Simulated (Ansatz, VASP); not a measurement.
# Two plane-wave programs on GaSb

Contents of INCAR:

```
SYSTEM = GaSb
  PREC = Accurate
  ENCUT = 520
  EDIFF = 1E-7
  ISMEAR = 0
  SIGMA = 0.15
  LREAL = .FALSE.
  LASPH = .TRUE.
  NELM = 100
  ALGO = Normal
  ISIF = 2
  LWAVE = .FALSE.
  LCHARG = .TRUE.
  GGA = PE
  LELF = .TRUE.
  LVHAR = .TRUE.
  NBANDS = 16
```

File KPOINTS:

```
Automatic mesh
0
G
  16 16 16
  0 0 0
```

POSCAR

```
GaSb
1.0
   -1.5282481680      2.3308806900      3.3153909758
    1.5282481680     -2.3308806900      3.3153909758
    1.5282481680      2.3308806900     -3.3153909758
Ga Sb
1 1
Direct
    0.0000000000      0.0000000000      0.0000000000
    0.5000000000      0.5000000000      0.0000000000
```

Input for Ansatz:

```yaml
crystal:
  lattice:
    - [-1.528248168, 2.33088069, 3.3153909758]
    - [1.528248168, -2.33088069, 3.3153909758]
    - [1.528248168, 2.33088069, -3.3153909758]
  atoms:
    - { symbol: Ga, position: [0.0, 0.0, 0.0] }
    - { symbol: Sb, position: [0.5, 0.5, 0.0] }
basis:
  ecutwfc: 420
kpoints:
  mp_grid: { grid: [16, 16, 16] }
hamiltonian:
  xc: pbe
  pseudopotentials: { kind: paw, azcp: { folder: soft_1 } }
scf:
  occupations: { method: gaussian, width: 0.15 }
output:
  forces: true
  stress: true
  eigenvalues: true
```

Change from the starting cell: strain +e along x and -e along y +0.0267, strain +e along z and -e/2 along x and y +0.1500.

Alike in both runs: task single point; functional PBE; k mesh 16 × 16 × 16; occupations gaussian, width 0.15 eV; no spin polarisation.

```csv
,VASP,Ansatz
version,VASP 6.6.1,Ansatz 0.2.0
potentials or method,"VASP PAW PBE potentials, release 64 (Ga_d, Sb), cutoff 520 eV","scalar-relativistic, plane waves, PAW"
valence electrons in the cell,18,28
```

```tsv
	VASP	Ansatz	Ansatz less VASP
gap on the k mesh at the Fermi level (eV)	none	none	-
pressure (GPa)	7.1	7.0	-0.07
traceless stress, the component that is largest in VASP (GPa)	-14.40	-14.30	+0.101
```

A gap of «none» marks a metal or a gap that the smearing closes. VASP's potentials hold 18 valence electrons a cell and Ansatz's 28, so a difference there can come from the potentials and not from the codes.

Neither program's run includes spin-orbit coupling.
